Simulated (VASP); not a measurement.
# Te3O (Fm-3m) in VASP: relaxation of cell and atoms with PBE

Aim: the relaxation of cell and atoms of Te3O with PBE.

Program: VASP 6.6.1. These are calculated values, not measurements. Logs are shortened: lines on timing, memory, paths and dates and some standing lists are left out, and cuts for length are marked.

### 1 The cell of the first run

It takes space group Fm-3m (No. 225, cubic). Conventional cell: a = 10.173 Å, b = 10.173 Å, c = 10.173 Å, α = 90.00°, β = 90.00°, γ = 90.00°. Within 2.9 Å of Te (site symmetry 4mm) lie 2 O at 2.20 to 2.89 Å. Within 2.9 Å of O (site symmetry m-3m) lie 6 Te at 2.20 Å. O (site symmetry m-3m) has 6 Te at 2.89 Å within 3.8 Å.

### 2 Relaxation of cell and atoms, PBE

The input, INCAR:

```
SYSTEM = Te3O
PREC = Accurate
ENCUT = 600
EDIFF = 1E-6
ISMEAR = 0
SIGMA = 0.2
LREAL = .False.
LASPH = .True.
NELM = 60
ALGO = Normal
ISIF = 3
LWAVE = .False.
LCHARG = .False.
GGA = PE
IBRION = 2
NSW = 36
EDIFFG = -0.08
```

The input, KPOINTS:

```
regular mesh
0
Gamma
  3 3 3
  0 0 0
```

The input, POSCAR:

```
Te3O
1.0
    0.0000000000      5.0865567900      5.0865567900
    5.0865567900      0.0000000000      5.0865567900
    5.0865567900      5.0865567900      0.0000000000
Te O
6 2
Direct
    0.2838331800      0.7161668200      0.7161668200
    0.7161668200      0.2838331800      0.2838331800
    0.7161668200      0.2838331800      0.7161668200
    0.2838331800      0.7161668200      0.2838331800
    0.7161668200      0.7161668200      0.2838331800
    0.2838331800      0.2838331800      0.7161668200
    0.5000000000      0.5000000000      0.5000000000
    0.0000000000      0.0000000000      0.0000000000
```

Potentials or basis: VASP PAW PBE potentials, release 64 (Te, O).

Command:

```bash
> cat potpaw_PBE.64/Te/POTCAR potpaw_PBE.64/O/POTCAR > POTCAR
> mpirun -np 1 vasp_std > vasp.out
```

OUTCAR:

```text
SYSTEM = Te3O
   PREC = Accurate
   ENCUT = 600
   EDIFF = 1E-6
   ISMEAR = 0
   LREAL = .False.
   LASPH = .True.
   NELM = 60
   ISIF = 3
   GGA = PE
   IBRION = 2
   NSW = 36
   EDIFFG = -0.08

 ion  position               nearest neighbor table
   1  0.284  0.716  0.716-   7 2.20   4 3.11   5 3.11   6 3.11   3 3.11
   2  0.716  0.284  0.284-   7 2.20   4 3.11   5 3.11   6 3.11   3 3.11
   3  0.716  0.284  0.716-   7 2.20   2 3.11   5 3.11   6 3.11   1 3.11
   4  0.284  0.716  0.284-   7 2.20   2 3.11   5 3.11   6 3.11   1 3.11
   5  0.716  0.716  0.284-   7 2.20   2 3.11   3 3.11   4 3.11   1 3.11
   6  0.284  0.284  0.716-   7 2.20   2 3.11   3 3.11   4 3.11   1 3.11
   7  0.500  0.500  0.500-   1 2.20   2 2.20   3 2.20   4 2.20   5 2.20   6 2.20
   8  0.000  0.000  0.000-

  LATTYP: Found a face centered cubic cell.
 ALAT       =    10.1731135800

  Lattice vectors:

 A1 = (   0.0000000000,   5.0865567900,   5.0865567900)
 A2 = (   5.0865567900,   0.0000000000,   5.0865567900)
 A3 = (   5.0865567900,   5.0865567900,   0.0000000000)

Analysis of symmetry for initial positions (statically):
=====================================================================
 Subroutine PRICEL returns:
 Original cell was already a primitive cell.

 Routine SETGRP: Setting up the symmetry group for a
 face centered cubic supercell.

 Subroutine GETGRP returns: Found 48 space group operations
 (whereof 48 operations were pure point group operations)
 out of a pool of 48 trial point group operations.

The static configuration has the point symmetry O_h .

Analysis of symmetry for dynamics (positions and initial velocities):
=====================================================================
 Subroutine PRICEL returns:
 Original cell was already a primitive cell.

 Routine SETGRP: Setting up the symmetry group for a
 face centered cubic supercell.

 Subroutine GETGRP returns: Found 48 space group operations
 (whereof 48 operations were pure point group operations)
 out of a pool of 48 trial point group operations.

The dynamic configuration has the point symmetry O_h .

 Subroutine INISYM returns: Found 48 space group operations
 (whereof 48 operations are pure point group operations),
 and found     1 'primitive' translations

----------------------------------------------------------------------------------------

                                     Primitive cell

  volume of cell :     263.2096

  direct lattice vectors                    reciprocal lattice vectors
     0.000000000  5.086556790  5.086556790    -0.098298323  0.098298323  0.098298323
     5.086556790  0.000000000  5.086556790     0.098298323 -0.098298323  0.098298323
     5.086556790  5.086556790  0.000000000     0.098298323  0.098298323 -0.098298323

  length of vectors
     7.193477598  7.193477598  7.193477598     0.170257689  0.170257689  0.170257689

  position of ions in fractional coordinates (direct lattice)
     0.283833180  0.716166820  0.716166820
     0.716166820  0.283833180  0.283833180
     0.716166820  0.283833180  0.716166820
     0.283833180  0.716166820  0.283833180
     0.716166820  0.716166820  0.283833180
     0.283833180  0.283833180  0.716166820
     0.500000000  0.500000000  0.500000000
     0.000000000  0.000000000  0.000000000

  ion indices of the primitive-cell ions
   primitive index   ion index
                 1           1
                 2           2
                 3           3
                 4           4
                 5           5
                 6           6
                 7           7
                 8           8

----------------------------------------------------------------------------------------

 KPOINTS: regular mesh

Automatic generation of k-mesh.
 Grid dimensions read from file:
 generate k-points for:    3    3    3

 Generating k-lattice:

  Cartesian coordinates                     Fractional coordinates (reciprocal lattice)
    -0.032766108  0.032766108  0.032766108     0.333333333  0.000000000  0.000000000
     0.032766108 -0.032766108  0.032766108     0.000000000  0.333333333  0.000000000
     0.032766108  0.032766108 -0.032766108     0.000000000  0.000000000  0.333333333

  Length of vectors
     0.056752563  0.056752563  0.056752563

  Shift w.r.t. Gamma in fractional coordinates (k-lattice)
     0.000000000  0.000000000  0.000000000

 Subroutine IBZKPT returns following result:
 ===========================================

 Found      4 irreducible k-points:

 Following reciprocal coordinates:
            Coordinates               Weight
  0.000000  0.000000  0.000000      1.000000
  0.333333  0.000000  0.000000      8.000000
  0.333333  0.333333  0.000000      6.000000
 -0.333333  0.333333  0.000000     12.000000
   k-points           NKPTS =      4   k-points in BZ     NKDIM =      4   number of bands    NBANDS=     29
   number of dos      NEDOS =    301   number of ions     NIONS =      8
   total plane-waves  NPLWV = 216000
   dimension x,y,z NGX =    60 NGY =   60 NGZ =   60
   dimension x,y,z NGXF=   120 NGYF=  120 NGZF=  120
   ions per type =               6   2
   NGX,Y,Z   is equivalent  to a cutoff of  13.87, 13.87, 13.87 a.u.
   NGXF,Y,Z  is equivalent  to a cutoff of  27.73, 27.73, 27.73 a.u.
 SYSTEM =  Te3O
   PREC   = accura    normal or accurate (medium, high low for compatibility)
   ISTART =      0    job   : 0-new  1-cont  2-samecut
   ICHARG =      2    charge: 1-file 2-atom 10-const
   ISPIN  =      1    spin polarized calculation?
   LNONCOLLINEAR =      F non collinear calculations
   LSORBIT =      F    spin-orbit coupling
   LASPH  =      T    aspherical Exc in radial PAW
   ENCUT  =  600.0 eV  44.10 Ry    6.64 a.u.  14.37 14.37 14.37*2*pi/ulx,y,z
   NELM   =     60;   NELMIN=  2; NELMDL= -5     # of ELM steps
   EDIFF  = 0.1E-05   stopping-criterion for ELM
   LREAL  =      F    real-space projection
   EDIFFG = -.8E-01   stopping-criterion for IOM
   NSW    =     36    number of steps for IOM
   IBRION =      2    ionic relax: 0-MD 1-quasi-New 2-CG
   NFREE  =      1    steps in history (QN), initial steepest desc. (CG)
   ISIF   =      3    stress and relaxation
   ISYM   =      2    0-nonsym 1-usesym 2-fastsym
   POTIM  = 0.5000    time-step for ionic-motion
   TEBEG  =    0.0;   TEEND  =   0.0 temperature during run
   PSTRESS=    0.0 pullay stress
   NELECT =      48.0000    total number of electrons
   NUPDOWN=      -1.0000    fix difference up-down
   EMIN   =  10.00;   EMAX   =-10.00  energy-range for DOS
   EFERMI =   0.00;   METHOD = LEGACY
   ISMEAR =     0;   SIGMA  =   0.20  broadening in eV -4-tet -1-fermi 0-gaus
   EFERMI_NEDOS =   21; number of points for ismear=-14 and -15
   IALGO  =     38    algorithm
   IMIX   =      4    mixing-type and parameters
     AMIX     =   0.40;   BMIX     =  1.00
     AMIX_MAG =   1.60;   BMIX_MAG =  1.00
  volume/ion in A,a.u.               =      32.90       222.03
  Fermi-wavevector in a.u.,A,eV,Ry     =   0.928371  1.754366 11.726478  0.861872
  Thomas-Fermi vector in A             =   2.054540
   LORBIT       =      0    0 simple, 1 ext, 2 COOP (PROOUT), +10 PAW based schemes
   GGA     = PE    functional components
   LHFCALC =     F    Hartree Fock is set to
   AEXX    =    0.0000 exact exchange contribution
   IVDW    =     0    specifies the selected vdW correction
   LEPSILON=     F    determine dielectric tensor
   LRPA    =     F    only Hartree local field effects (RPA)
 conjugate gradient relaxation of ions
 non-spin polarized calculation
 Gauss-broadening in eV      SIGMA  =   0.20
  energy-cutoff  :      600.00
  volume of cell :      263.21
 maximum number of plane-waves:      8808
 NGX is ok and might be reduce to    60
   NGX = 29   NGY = 29   NGZ = 29

--------------------------------------- Ionic step        1  -------------------------------------------

 number of electron      47.9999994 magnetization

 Free energy of the ion-electron system (eV)
  ---------------------------------------------------
  ext. energy  EPLUGINS =         0.00000000
  ---------------------------------------------------
  free energy    TOTEN  =       -24.64090132 eV

  energy without entropy =      -24.63581097  energy(sigma->0) =      -24.63835615

------------------------ aborting loop because EDIFF is reached ----------------------------------------

  FORCE on cell =-STRESS in cart. coord.  units (eV):
  Direction    XX          YY          ZZ          XY          YZ          ZX
  --------------------------------------------------------------------------------------
  -------------------------------------------------------------------------------------
  Total        4.1762347      4.1762347      4.1762347      0.0000000     -0.0000000      0.0000000
  in kB       25.4210678     25.4210678     25.4210678      0.0000000     -0.0000000      0.0000000
  external PRESSURE =      25.4210678 kB  Pullay stress =       0.0000000 kB
[... 107 lines left out ...]
  FREE ENERGIE OF THE ION-ELECTRON SYSTEM (eV)
  ---------------------------------------------------
  free  energy   TOTEN  =       -25.3715411867 eV

  energy  without entropy=      -25.3321503756  energy(sigma->0) =      -25.35184578

 E-fermi :   4.8998     XC(G=0):  -8.8432

 val. band max:        4.5773810583   @ k =   0.0000   0.0000   0.0000
 cond. band min:       4.9210898551   @ k =  -0.3333   0.3333   0.0000
 fundamental gap:      0.3437087967
 Fermi energy:         4.8998491035

 k-point     1 :       0.0000    0.0000    0.0000
  band No.  band energies     occupation
      1     -15.4419      2.00000
      2     -13.2359      2.00000
      3      -6.5977      2.00000
      4      -6.5977      2.00000
      5      -6.5977      2.00000
      6      -6.5772      2.00000
[... 117 lines left out ...]
     28       5.9443      0.00000
     29       6.8926      0.00000

[... ionic steps 4 to 8 ...]

--------------------------------------- Ionic step        9  -------------------------------------------

 number of electron      47.9999997 magnetization

------------------------ aborting loop because EDIFF is reached ----------------------------------------

  FORCE on cell =-STRESS in cart. coord.  units (eV):
  Direction    XX          YY          ZZ          XY          YZ          ZX
  --------------------------------------------------------------------------------------
  -------------------------------------------------------------------------------------
  Total        3.8779031      3.8779031      3.8779031     -0.0000000      0.0000000      0.0000000
  in kB       28.8330634     28.8330634     28.8330634     -0.0000000      0.0000000      0.0000000
  external PRESSURE =      28.8330634 kB  Pullay stress =       0.0000000 kB
[... 69 lines left out ...]
  energy  without entropy=      -26.7455496871  energy(sigma->0) =      -26.80052753

--------------------------------------- Ionic step       11  -------------------------------------------

 number of electron      48.0000000 magnetization

 Free energy of the ion-electron system (eV)
  ---------------------------------------------------
  ext. energy  EPLUGINS =         0.00000000
  ---------------------------------------------------
  free energy    TOTEN  =       -26.86015842 eV

  energy without entropy =      -26.75080614  energy(sigma->0) =      -26.80548228

 E-fermi :   5.1349     XC(G=0):  -8.9879

 val. band max:        5.0924730773   @ k =  -0.3333   0.3333   0.0000
 cond. band min:       5.3286431428   @ k =   0.3333   0.3333   0.0000
 fundamental gap:      0.2361700656
 Fermi energy:         5.1348919895

 k-point     1 :       0.0000    0.0000    0.0000
  band No.  band energies     occupation
      1     -14.2598      2.00000
      2     -14.0073      2.00000
      3      -6.3149      2.00000
      4      -6.2122      2.00000
      5      -6.2122      2.00000
      6      -6.2122      2.00000
[... 152 lines left out ...]
  FREE ENERGIE OF THE ION-ELECTRON SYSTEM (eV)
  ---------------------------------------------------
  free  energy   TOTEN  =       -26.8601584171 eV

  energy  without entropy=      -26.7508061413  energy(sigma->0) =      -26.80548228

 reached required accuracy - stopping structural energy minimisation
```

It took 6.8 min on 1 thread of Intel Xeon 6975P-C (Granite Rapids), shared host; peak memory 0.53 GiB.

Results:

```yaml
Free_energy: -26.8602 eV
Relaxed_volume: 28.23 Å³/atom
Relaxed_cell: a = 6.836 Å, b = 6.836 Å, c = 6.836 Å, α = 60.00°, β = 60.00°, γ = 60.00°
Space_group_after_relaxing_to_0.05_Å: Pm-3m (No. 221)
Energy_gained_by_relaxing: 277.4 meV/atom
Ionic_steps: 11
Pressure_after_relaxing: 0.0 GPa
Largest_force_after_relaxing: 0.068 eV/Å
Band_gap_on_the_k_mesh: zero (band 24 reaches 5.36 eV, above the bottom of band 25 at 5.09 eV)
```

Forces on the atoms (eV/Å):
```
Te   0.068  0.000  0.000
Te  -0.068  0.000  0.000
Te   0.000  0.068  0.000
Te   0.000 -0.068  0.000
Te   0.000  0.000  0.068
Te   0.000  0.000 -0.068
O    0.000  0.000  0.000
O    0.000  0.000  0.000
```

The path:
```tsv
step	energy change (eV)	largest force (eV/Å)	pressure (GPa)	volume (Å³)
1	0.0000	2.5697	2.54	263.21
2	-0.6596	0.1618	-4.67	283.60
3	-0.7306	0.5614	-3.29	277.94
4	-1.3366	0.6736	-2.57	257.50
5	-1.7004	0.0597	7.83	202.24
6	-1.9092	0.8671	-0.02	232.21
7	-2.0326	0.6906	2.93	216.88
8	-2.0705	0.4100	3.37	214.42
9	-2.1302	0.0815	2.88	215.48
10	-2.2146	0.0641	-0.58	228.38
11	-2.2193	0.0677	0.00	225.86
```

Final structure:
```
Te O
1.0
     0.00000    4.83356    4.83356
     4.83356    0.00000    4.83356
     4.83356    4.83356    0.00000
Te O
6 2
Cartesian
  7.2425 4.8336 4.8336
  2.4246 4.8336 4.8336
  4.8336 7.2425 4.8336
  4.8336 2.4246 4.8336
  4.8336 4.8336 7.2425
  4.8336 4.8336 2.4246
  4.8336 4.8336 4.8336
  0.0000 0.0000 0.0000
```

Caveat: spin-orbit coupling is left out, which moves the levels of the heavy elements; the relaxation stopped at a loose force limit of 0.08 eV/Å, so its end isn't a converged minimum.
